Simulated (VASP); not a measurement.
# Cs7BiPb7Br24 (a cell with a defect) in VASP: further runs

Cs7BiPb7Br24 (a cell with a defect) is run at these levels: PBEsol, r2SCAN; tasks: single point.

Everything below comes from runs of VASP 6.6.1. Logs are shortened: lines on timing, memory, paths and dates and some standing lists are left out, and cuts for length are marked.

### Step 1. The cell of the first run

The cell holds a defect, 39 atoms: a = 11.763 Å, b = 11.763 Å, c = 11.763 Å, α = 90.00°, β = 90.00°, γ = 90.00°.

### Step 2. Single point, PBEsol

INCAR reads:

```
SYSTEM = Cs7BiPb7Br24
PREC = Accurate
ENCUT = 400
EDIFF = 1E-6
ISMEAR = -1
SIGMA = 0.05
LREAL = Auto
LASPH = .TRUE.
NELM = 120
ALGO = Normal
ISIF = 2
LWAVE = .FALSE.
LCHARG = .FALSE.
GGA = PS
ISYM = -1
NBANDS = 197
GGA_COMPAT = .FALSE.
```

KPOINTS reads:

```
explicit points
1
Reciprocal
  0.25000000   0.25000000   0.25000000 1
```

POSCAR reads:

```
Cs7BiPb7Br24
1.0
   11.7633300000      0.0000000000      0.0000000000
    0.0000000000     11.7633300000      0.0000000000
    0.0000000000      0.0000000000     11.7633300000
Cs Bi Pb Br
7 1 7 24
Direct
    0.9950930000      0.9791570000      0.5098200000
    0.9884610000      0.5164120000      0.0117670000
    0.9815310000      0.5028970000      0.5030000000
    0.5385580000      0.0028320000      0.9707790000
    0.5156230000      0.9946030000      0.4960870000
    0.4947050000      0.5067070000      0.0024140000
    0.4830060000      0.5152030000      0.5018590000
    0.2508400000      0.2522830000      0.2520360000
    0.2497170000      0.2511010000      0.7510650000
    0.2480370000      0.7537240000      0.2495360000
    0.2497310000      0.7508140000      0.7511660000
    0.7492550000      0.2487400000      0.2492520000
    0.7544030000      0.2523590000      0.7491470000
    0.7472610000      0.7501020000      0.2493090000
    0.7514310000      0.7473970000      0.7506520000
    0.2912850000      0.2390600000      0.0129560000
    0.2302860000      0.2854100000      0.4949000000
    0.2793610000      0.7470240000      0.0019800000
    0.2342540000      0.7241000000      0.4995760000
    0.7182650000      0.2771090000      0.0009340000
    0.7825790000      0.2261250000      0.4982520000
    0.7270060000      0.7185410000      0.0005800000
    0.7624170000      0.7688920000      0.4999640000
    0.0108160000      0.2593990000      0.2356480000
    0.0037720000      0.3096940000      0.7621220000
    0.9990070000      0.7337010000      0.2524150000
    0.0004280000      0.7000480000      0.7522710000
    0.4945550000      0.2618500000      0.2857580000
    0.5023260000      0.2105070000      0.7294630000
    0.4966780000      0.7367860000      0.2771200000
    0.5003710000      0.7868330000      0.7338260000
    0.2542460000      0.0118400000      0.2865200000
    0.2277520000      0.0030360000      0.7103040000
    0.2504720000      0.4954870000      0.2297140000
    0.3013540000      0.4993740000      0.7587800000
    0.7136170000      0.0012810000      0.2394080000
    0.7768650000      0.9994640000      0.7579700000
    0.7506600000      0.4981840000      0.2751740000
    0.7067260000      0.4989470000      0.7203810000
```

Potentials or basis: VASP PAW PBE potentials, release 64 (Cs_sv, Bi_d, Pb_d, Br).

On the command line:

```
$ cat potpaw_PBE.64/Cs_sv/POTCAR potpaw_PBE.64/Bi_d/POTCAR potpaw_PBE.64/Pb_d/POTCAR potpaw_PBE.64/Br/POTCAR > POTCAR
$ mpirun -np 1 vasp_std > vasp.out
```

OUTCAR:

```text
SYSTEM = Cs7BiPb7Br24
   PREC = Accurate
   ENCUT = 400
   EDIFF = 1E-6
   ISMEAR = -1
   LREAL = Auto
   LASPH = .TRUE.
   NELM = 120
   ISIF = 2
   GGA = PS
   ISYM = -1

 ion  position               nearest neighbor table
   1  0.995  0.979  0.510-
   2  0.988  0.516  0.012-
   3  0.982  0.503  0.503-
   4  0.539  0.003  0.971-
   5  0.516  0.995  0.496-
   6  0.495  0.507  0.002-
   7  0.483  0.515  0.502-
   8  0.251  0.252  0.252-  24 2.83  16 2.86  32 2.86  34 2.87  17 2.89  28 2.90
   9  0.250  0.251  0.751-  33 2.97  25 2.98  35 2.98  29 3.02  17 3.05  16 3.12
  10  0.248  0.754  0.250-  18 2.94  26 2.94  30 2.95  19 2.97  34 3.05  32 3.07
  11  0.250  0.751  0.751-  18 2.97  19 2.98  31 2.99  27 2.99  33 3.02  35 3.02
  12  0.749  0.249  0.249-  36 2.94  38 2.95  20 2.96  21 2.97  28 3.03  24 3.08
  13  0.754  0.252  0.749-  39 2.97  21 2.99  37 2.99  20 3.01  25 3.01  29 3.01
  14  0.747  0.750  0.249-  22 2.96  23 2.96  26 2.97  30 2.97  38 2.98  36 2.98
  15  0.751  0.747  0.751-  23 2.96  22 2.97  37 2.98  27 2.98  39 2.99  31 3.00
  16  0.291  0.239  0.013-   8 2.86   9 3.12
  17  0.230  0.285  0.495-   8 2.89   9 3.05
[... 20 lines left out ...]
  38  0.751  0.498  0.275-  12 2.95  14 2.98
  39  0.707  0.499  0.720-  13 2.97  15 2.99

IMPORTANT INFORMATION: All symmetrisations will be switched off!
NOSYMM: (Re-)initialisation of all symmetry stuff for point group C_1.

----------------------------------------------------------------------------------------

                                     Primitive cell

  volume of cell :    1627.7618

  direct lattice vectors                    reciprocal lattice vectors
    11.763330000  0.000000000  0.000000000     0.085009942  0.000000000  0.000000000
     0.000000000 11.763330000  0.000000000     0.000000000  0.085009942  0.000000000
     0.000000000  0.000000000 11.763330000     0.000000000  0.000000000  0.085009942

  length of vectors
    11.763330000 11.763330000 11.763330000     0.085009942  0.085009942  0.085009942

  position of ions in fractional coordinates (direct lattice)
     0.995093000  0.979157000  0.509820000
     0.988461000  0.516412000  0.011767000
     0.981531000  0.502897000  0.503000000
     0.538558000  0.002832000  0.970779000
     0.515623000  0.994603000  0.496087000
     0.494705000  0.506707000  0.002414000
[... 31 lines left out ...]
     0.750660000  0.498184000  0.275174000
     0.706726000  0.498947000  0.720381000
[... 73 lines left out ...]
   LREAL  =      T    real-space projection
   EDIFFG = 0.1E-04   stopping-criterion for IOM
   NSW    =      0    number of steps for IOM
   IBRION =     -1    ionic relax: 0-MD 1-quasi-New 2-CG
   NFREE  =      0    steps in history (QN), initial steepest desc. (CG)
   ISIF   =      2    stress and relaxation
   ISYM   =     -1    0-nonsym 1-usesym 2-fastsym
   POTIM  = 0.5000    time-step for ionic-motion
   TEBEG  =    0.0;   TEEND  =   0.0 temperature during run
   PSTRESS=    0.0 pullay stress
   NELECT =     344.0000    total number of electrons
   NUPDOWN=      -1.0000    fix difference up-down
   EMIN   =  10.00;   EMAX   =-10.00  energy-range for DOS
   EFERMI =   0.00;   METHOD = LEGACY
   ISMEAR =    -1;   SIGMA  =   0.05  broadening in eV -4-tet -1-fermi 0-gaus
   EFERMI_NEDOS =   21; number of points for ismear=-14 and -15
   IALGO  =     38    algorithm
   IMIX   =      4    mixing-type and parameters
     AMIX     =   0.40;   BMIX     =  1.00
     AMIX_MAG =   1.60;   BMIX_MAG =  1.00
  volume/ion in A,a.u.               =      41.74       281.66
  Fermi-wavevector in a.u.,A,eV,Ry     =   0.975133  1.842735 12.937578  0.950885
  Thomas-Fermi vector in A             =   2.105649
   LORBIT       =      0    0 simple, 1 ext, 2 COOP (PROOUT), +10 PAW based schemes
   GGA     = PS    functional components
   LHFCALC =     F    Hartree Fock is set to
   AEXX    =    0.0000 exact exchange contribution
   IVDW    =     0    specifies the selected vdW correction
   LEPSILON=     F    determine dielectric tensor
   LRPA    =     F    only Hartree local field effects (RPA)
 non-spin polarized calculation
  energy-cutoff  :      400.00
  volume of cell :     1627.76
 maximum number of plane-waves:     29545
 NGX is ok and might be reduce to    80
   NGX = 39   NGY = 39   NGZ = 39

 number of electron     343.9999994 magnetization

 Free energy of the ion-electron system (eV)
  ---------------------------------------------------
  ext. energy  EPLUGINS =         0.00000000
  ---------------------------------------------------
  free energy    TOTEN  =      -130.70120158 eV

  energy without entropy =     -130.70120157  energy(sigma->0) =     -130.70120157

 E-fermi :   1.0518     XC(G=0):  -7.5975

 val. band max:       -0.1747980954   @ k =   0.2500   0.2500   0.2500
 cond. band min:       2.3365338331   @ k =   0.2500   0.2500   0.2500
 fundamental gap:      2.5113319285
 Fermi energy:         1.0518023316

 k-point     1 :       0.2500    0.2500    0.2500
  band No.  band energies     occupation
      1     -22.9415      2.00000
      2     -22.9372      2.00000
      3     -22.9103      2.00000
      4     -22.9096      2.00000
      5     -22.9071      2.00000
      6     -20.3928      2.00000
[... 176 lines left out ...]
    183       3.5722      0.00000
    184       3.6046      0.00000
 [bands above 184 left out]

------------------------ aborting loop because EDIFF is reached ----------------------------------------

  FORCE on cell =-STRESS in cart. coord.  units (eV):
  Direction    XX          YY          ZZ          XY          YZ          ZX
  --------------------------------------------------------------------------------------
  -------------------------------------------------------------------------------------
  Total       -7.4150279     -7.5131220     -6.4215066      0.0437115     -0.1816847      0.0478224
  in kB       -7.2984818     -7.3950341     -6.3205762      0.0430244     -0.1788291      0.0470707
  external PRESSURE =      -7.0046974 kB  Pullay stress =       0.0000000 kB

 VOLUME and BASIS-vectors are now :
 -----------------------------------------------------------------------------
  energy-cutoff  :      400.00
  volume of cell :     1627.76
      direct lattice vectors                 reciprocal lattice vectors
    11.763330000  0.000000000  0.000000000     0.085009942  0.000000000  0.000000000
     0.000000000 11.763330000  0.000000000     0.000000000  0.085009942  0.000000000
     0.000000000  0.000000000 11.763330000     0.000000000  0.000000000  0.085009942

 POSITION                                       TOTAL-FORCE (eV/Angst)
 -----------------------------------------------------------------------------------
     11.70561     11.51815      5.99718        -0.007338      0.002990     -0.004386
     11.62759      6.07472      0.13842        -0.017297     -0.009545     -0.004902
     11.54607      5.91574      5.91695        -0.012214      0.005015      0.005639
      6.33524      0.03331     11.41959        -0.008432     -0.012309     -0.012049
      6.06544     11.69984      5.83564         0.012807      0.003762      0.020097
      5.81938      5.96056      0.02840         0.015700     -0.007227      0.010045
[... 31 lines left out ...]
      8.83026      5.86030      3.23696        -0.002500      0.014783     -0.005631
      8.31345      5.86928      8.47408         0.011499      0.015834      0.003724
 -----------------------------------------------------------------------------------
    total drift:                               -0.023460      0.012390      0.009595

  FREE ENERGIE OF THE ION-ELECTRON SYSTEM (eV)
  ---------------------------------------------------
  free  energy   TOTEN  =      -130.7012015750 eV

  energy  without entropy=     -130.7012015749  energy(sigma->0) =     -130.70120157
```

OSZICAR:

```text
N       E                     dE             d eps       ncg     rms          rms(c)
DAV:   1     0.299770178196E+04    0.29977E+04   -0.12711E+05   402   0.126E+03
DAV:   2     0.323171800650E+03   -0.26745E+04   -0.26096E+04   479   0.327E+02
DAV:   3    -0.119203842932E+03   -0.44238E+03   -0.44011E+03   532   0.161E+02
DAV:   4    -0.134978141870E+03   -0.15774E+02   -0.15717E+02   444   0.406E+01
DAV:   5    -0.135771820058E+03   -0.79368E+00   -0.79325E+00   548   0.789E+00    0.122E+01
DAV:   6    -0.131049164305E+03    0.47227E+01   -0.83106E+00   572   0.122E+01    0.724E+00
DAV:   7    -0.130664756361E+03    0.38441E+00   -0.51246E+00   556   0.531E+00    0.263E+00
DAV:   8    -0.130696493760E+03   -0.31737E-01   -0.80889E-01   508   0.270E+00    0.939E-01
DAV:   9    -0.130696931744E+03   -0.43798E-03   -0.95915E-02   492   0.989E-01    0.277E-01
DAV:  10    -0.130699554401E+03   -0.26227E-02   -0.12755E-02   516   0.310E-01    0.161E-01
DAV:  11    -0.130701017591E+03   -0.14632E-02   -0.27260E-03   460   0.151E-01    0.650E-02
DAV:  12    -0.130701165949E+03   -0.14836E-03   -0.92677E-04   548   0.772E-02    0.397E-02
DAV:  13    -0.130701207068E+03   -0.41119E-04   -0.21093E-04   484   0.362E-02    0.159E-02
DAV:  14    -0.130701203879E+03    0.31885E-05   -0.66447E-05   516   0.200E-02    0.109E-02
DAV:  15    -0.130701201989E+03    0.18901E-05   -0.16042E-05   468   0.109E-02    0.658E-03
DAV:  16    -0.130701201575E+03    0.41390E-06   -0.63697E-06   388   0.634E-03
   1 F= -.13070120E+03 E0= -.13070120E+03  d E =-.891246E-10
```

stdout:

```text
POSCAR found type information on POSCAR CsBiPbBr
 POSCAR found :  4 types and      39 ions
 scaLAPACK will be used
 -----------------------------------------------------------------------------
|                                                                             |
|                                                                             |
|     You enforced a specific xc type in the INCAR file but a different       |
|     I HOPE YOU KNOW WHAT YOU ARE DOING!                                     |
|                                                                             |
 -----------------------------------------------------------------------------

 LDA part: xc-table for (Slater+PW92), standard interpolation
 POSCAR, INCAR and KPOINTS ok, starting setup
 FFT: planning ... GRIDC
 FFT: planning ... GRID_SOFT
 FFT: planning ... GRID
 WAVECAR not read
 entering main loop
```

Wall time 4.9 min (1 thread of Intel Xeon Platinum 8488C (Sapphire Rapids), shared host); peak memory 1 GiB.

Results:

- Free energy: -130.7012 eV
- Pressure: -0.7 GPa
- Largest force: 0.039 eV/Å
- Band gap on the k mesh: 2.51 eV

Forces in eV/Å, atoms in the order of the input:
```
Cs  -0.007  0.003 -0.004
Cs  -0.017 -0.010 -0.005
Cs  -0.012  0.005  0.006
Cs  -0.008 -0.012 -0.012
Cs   0.013  0.004  0.020
Cs   0.016 -0.007  0.010
Cs   0.009 -0.014  0.001
Bi   0.022 -0.009  0.011
Pb   0.028 -0.017 -0.010
Pb   0.011  0.012  0.015
Pb   0.010  0.015 -0.014
Pb  -0.005  0.002  0.015
Pb  -0.008 -0.025 -0.014
Pb  -0.016  0.004  0.019
Pb   0.006  0.025 -0.010
Br   0.003 -0.017 -0.028
Br  -0.001  0.002  0.028
Br   0.006  0.023 -0.008
Br  -0.007 -0.002  0.013
Br  -0.004  0.003 -0.009
Br   0.009 -0.013  0.012
Br  -0.012 -0.011 -0.007
Br   0.005 -0.005 -0.001
Br  -0.022  0.005 -0.024
Br   0.013  0.003  0.016
Br  -0.007 -0.001 -0.016
Br  -0.004  0.005  0.012
Br   0.016  0.006  0.020
Br  -0.028  0.019 -0.001
Br   0.001  0.004 -0.004
Br  -0.004 -0.007 -0.017
Br   0.004 -0.018  0.017
Br   0.007 -0.017  0.009
Br   0.001  0.032 -0.023
Br  -0.026  0.015  0.006
Br   0.010 -0.022 -0.015
Br  -0.010 -0.011 -0.005
Br  -0.003  0.015 -0.006
Br   0.011  0.016  0.004
```

Caveat: the PAW data sets were made with another functional, which shifts forces and pressure a little; spin-orbit coupling is left out, which moves the levels of the heavy elements.

(Continued in part 2 of 2.)
